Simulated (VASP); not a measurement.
Wanted: the native input for a VASP 6.6.1 run.

```
Task                   : single point
Functional             : PBEsol
Potentials or basis    : VASP PAW PBE potentials, release 64 (Pb_d)
Cutoff                 : 500 eV
k mesh                 : 14 × 14 × 14
Occupations            : gaussian, width 0.1 eV
Spin                   : no spin polarisation
Dipole correction      : no
Further INCAR settings : ALGO = Normal; EDIFF = 1e-06; NBANDS = 13
```

The structure of Pb lies in POSCAR:

```
Pb
1.0
    0.0000000000      2.3302719448      2.3302719448
    2.3302719448      0.0000000000      2.3302719448
    2.3302719448      2.3302719448      0.0000000000
Pb
1
Direct
    0.0000000000      0.0000000000      0.0000000000
```

These files were run (other wordings do the same):

INCAR

```
PREC = Accurate
ENCUT = 500
EDIFF = 1E-6
ISMEAR = 0
SIGMA = 0.1
LREAL = F
LASPH = T
NELM = 120
ALGO = Normal
ISIF = 2
LWAVE = F
LCHARG = F
GGA = PS
NBANDS = 13
GGA_COMPAT = F
```

KPOINTS

```
Automatic mesh
0
Gamma
  14 14 14
```

Potentials or basis: VASP PAW PBE potentials, release 64 (Pb_d).

Command:

```sh
$ cat potpaw_PBE.64/Pb_d/POTCAR > POTCAR
$ mpirun -np 1 vasp_std > vasp.out
```

Results of the run:

- Pressure: 12.4 GPa
- Band gap on the k mesh: zero (band 7 reaches 18.21 eV, above the bottom of band 8 at 7.37 eV)

Caveat: the PAW data sets were made with another functional, which shifts forces and pressure a little; spin-orbit coupling is left out, which moves the levels of the heavy elements.

It took 9.7 s on 1 thread of Intel(R) Xeon(R) Platinum 8488C (Sapphire Rapids), with other jobs on the host, peak memory 0.16 GiB.
